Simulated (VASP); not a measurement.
Wanted: the native input for a VASP 6.6.1 run.

```
Task                   : single point
Functional             : PBE
Potentials or basis    : VASP PAW PBE potentials, release 64 (Si, C)
Cutoff                 : 520 eV
k mesh                 : 10 × 10 × 2
Occupations            : gaussian, width 0.05 eV
Spin                   : no spin polarisation
Dipole correction      : no
Further INCAR settings : ALGO = Normal; EDIFF = 1e-06; NBANDS = 36
```

The structure of SiC lies in POSCAR:

```
SiC
1.0
    2.1740000000     -2.1740000000      0.0000000000
    2.1740000000      0.0000000000     -2.1740000000
   11.2321884000      7.4279058000      7.4279058000
Si C
6 6
Direct
    0.6302298600      0.6302298600      0.0624666667
   -0.5225201400     -0.5225201400      0.8958000000
    0.1996798600      0.1996798600      0.2291333333
    0.3385798600      0.3385798600      0.5624666667
   -0.2308701400     -0.2308701400      0.3958000000
   -0.0919701400     -0.0919701400      0.7291333333
    0.4114923600      0.4114923600      0.4374666667
    0.8420423600      0.8420423600      0.2708000000
   -0.0190576400     -0.0190576400      0.6041333333
    0.1198423600      0.1198423600      0.9374666667
   -0.4496076400     -0.4496076400      0.7708000000
    0.2725923600      0.2725923600      0.1041333333
```

One way to write it, as run:

INCAR

```
PREC = Accurate
ENCUT = 520
EDIFF = 1E-6
ISMEAR = 0
SIGMA = 0.05
LREAL = False
LASPH = True
NELM = 100
ALGO = Normal
ISIF = 2
LWAVE = False
LCHARG = False
GGA = PE
NBANDS = 36
```

KPOINTS

```
regular mesh
0
Gamma
  10 10 2
```

Potentials or basis: VASP PAW PBE potentials, release 64 (Si, C).

Run with:

```bash
$ cat potpaw_PBE.64/Si/POTCAR potpaw_PBE.64/C/POTCAR > POTCAR
$ mpirun -np 1 vasp_std > vasp.out
```

Results of the run:

The pressure is 2.7 GPa, the largest force is 0.850 eV/Å and the band gap on the k mesh is 0.91 eV, indirect (least direct gap 1.85 eV).

Run time: 4 min on 1 thread of AMD EPYC 9R45 (Zen 5), on a shared host, peak memory 0.33 GiB.
